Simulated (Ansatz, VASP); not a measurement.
Pt in VASP and in Ansatz

```
Pt
1.0
     2.89647    0.00000    0.00000
    -1.44823    2.26952    0.00000
     0.00000    0.00000    4.78138
Pt
2
Cartesian
  1.4482 0.7565 3.5860
  0.0000 1.5130 1.1953
```

Change from the starting cell: normal strain along x +0.0500, normal strain along y -0.0500.

Alike in both runs: task single point; functional PBE; k mesh 18 × 18 × 10; occupations gaussian, width 0.15 eV; no spin polarisation.

|  | VASP | Ansatz |
| --- | --- | --- |
| version | VASP 6.6.1 | Ansatz 0.2.0 |
| potentials or method | VASP PAW PBE potentials, release 64 (Pt), cutoff 520 eV | scalar-relativistic, plane waves, PAW |
| valence electrons in the cell | 20 | 36 |

```csv
,VASP,Ansatz,Ansatz less VASP
gap on the k mesh at the Fermi level (eV),none,none,-
pressure (GPa),2.2,2.7,+0.49
"traceless stress, the component that is largest in VASP (GPa)",10.03,10.12,+0.089
rms of the force components (eV/Å),0.044,0.044,+0.0002
```

Atom by atom the forces differ by 0.000 eV/Å (rms over components). A gap of «none» marks a metal or a gap that the smearing closes. The functional is the same, so the differences come from potentials, cutoffs and numerics. VASP's potentials hold 20 valence electrons a cell and Ansatz's 36, so a difference there can come from the potentials and not from the codes.

Neither program's run includes spin-orbit coupling.
